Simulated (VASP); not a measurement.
The system is MnS.

```
CELL_PARAMETERS angstrom
0.00000 2.60450 2.60450
2.60450 0.00000 2.60450
2.60450 2.60450 0.00000
ATOMIC_POSITIONS crystal
Mn 0.00000 0.00000 0.00000
S 0.50000 0.50000 0.50000
```

- Program: VASP 6.6.1
- Task: relaxation of cell and atoms
- Functional: BLYP
- Dispersion: D4
- Potentials or basis: VASP PAW PBE potentials, release 64 (Mn_pv, S)
- Cutoff: 600 eV
- k mesh: 9 × 9 × 9
- Occupations: fermi-dirac, width 0.05 eV
- Spin: collinear spin, ferromagnetic start
- Starting moments: [4.0, 0.0] μB

At the start: pressure -5.4 GPa; volume 17.67 Å³/atom.

Task: How do energy, volume and symmetry change on relaxing?

Result: Over 4 steps the energy falls by 40.6 meV/atom and the volume is 15.32 Å³/atom (-13.3 %); space group Fm-3m (No. 225, to 0.1 Å) before and after; moment 4.01 μB per cell.

The path:
```tsv
step	energy change (eV)	largest force (eV/Å)	pressure (GPa)	volume (Å³)
1	0.0000	0.0000	-5.39	35.33
2	-0.0686	0.0000	-2.05	32.38
3	-0.0811	0.0000	-0.22	30.80
4	-0.0811	0.0000	0.12	30.63
```

Final structure:
```
CELL_PARAMETERS angstrom
0.00000 2.48336 2.48336
2.48336 0.00000 2.48336
2.48336 2.48336 0.00000
ATOMIC_POSITIONS crystal
Mn 0.00000 0.00000 0.00000
S 0.50000 0.50000 0.50000
```

Caveat: the PAW data sets were made with another functional, which shifts forces and pressure a little; a cell with one magnetic atom can't hold antiferromagnetic order, which such compounds often take.
